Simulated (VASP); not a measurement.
Set up this calculation in VASP 6.6.1, as the native input.

* Task: single point
* Functional: PBE
* Potentials or basis: VASP PAW PBE potentials, release 64 (Bi_d)
* Cutoff: 520 eV
* k mesh: 14 × 14 × 8
* Occupations: fermi-dirac, width 0.05 eV
* Spin: no spin polarisation
* Dipole correction: no
* Further INCAR settings: ALGO = Normal; EDIFF = 1e-06; NBANDS = 22

The structure of Bi lies in POSCAR:

```
Bi
1.0
    3.0020149368      0.0000000000      0.0000000000
   -1.5010074684      2.5998211978      0.0000000000
    0.0000000000      0.0000000000      4.8744424456
Bi
2
Direct
    0.3333333333      0.6666666667      0.2500000000
    0.6666666667      0.3333333333      0.7500000000
```

These files were run (other wordings do the same):

INCAR

```
SYSTEM = Bi
PREC = Accurate
ENCUT = 520
EDIFF = 1E-6
ISMEAR = -1
SIGMA = 0.05
LREAL = .False.
LASPH = .True.
NELM = 80
ALGO = Normal
ISIF = 2
LWAVE = .False.
LCHARG = .False.
GGA = PE
NBANDS = 22
```

KPOINTS

```
Automatic mesh
0
Gamma
  14 14 8
  0 0 0
```

Potentials or basis: VASP PAW PBE potentials, release 64 (Bi_d).

Launch:

```bash
$ cat potpaw_PBE.64/Bi_d/POTCAR > POTCAR
$ mpirun -np 1 vasp_std > vasp.out
```

It gave:

| Quantity | Value |
| --- | --- |
| Pressure | 87.3 GPa |
| Band gap on the k mesh | zero (band 15 reaches 22.85 eV, above the bottom of band 16 at 11.33 eV) |

Caveat: spin-orbit coupling is left out, which moves the levels of the heavy elements.

Wall time 64 s on 1 thread of AMD EPYC 9R45 (Zen 5), with other jobs on the host, peak memory 0.17 GiB.
